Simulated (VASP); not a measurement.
AlN, 4 atoms in the cell. The structure is orthorhombic, space group Amm2 (No. 38). Conventional cell: a = 4.188 Å, b = 3.313 Å, c = 5.739 Å, α = 90.00°, β = 90.00°, γ = 90.00°. Al (site symmetry mm2) has 5 N at 1.87 to 2.09 Å within 2.5 Å. Al (site symmetry mm2) has 5 N at 1.89 to 2.09 Å within 2.5 Å. Within 2.5 Å of N (site symmetry mm2) lie 5 Al at 1.89 to 2.09 Å. N (site symmetry mm2) has 5 Al at 1.87 to 2.09 Å within 2.5 Å.  This cell differs from its parent crystal: mode 4 frozen in at +0.000 Å and mode 10 at -0.026 Å (largest displacements).

```yaml
Program: VASP 6.6.1
Task: single point
Functional: PBE
Potentials_or_basis: VASP PAW PBE potentials, release 64 (Al, N)
Cutoff: 520 eV
k_mesh: 9 × 9 × 6
Occupations: gaussian, width 0.05 eV
Spin: no spin polarisation
Dipole_correction: no
Further_INCAR_settings: ALGO = Normal; EDIFF = 1e-06; NBANDS = 16
```

Potentials or basis: VASP PAW PBE potentials, release 64 (Al, N).

Run with:

```sh
$ cat potpaw_PBE.64/Al/POTCAR potpaw_PBE.64/N/POTCAR > POTCAR
$ mpirun -np 1 vasp_std > vasp.out
```

Hardware: 1 thread of Intel(R) Xeon(R) 6975P-C (Granite Rapids), with other jobs on the host.

How long does it take, and how much memory?

Wall time 30 s on 1 thread of Intel(R) Xeon(R) 6975P-C (Granite Rapids) (shared host), peak memory 0.19 GiB. Counts: scf iterations 13, k points 100.
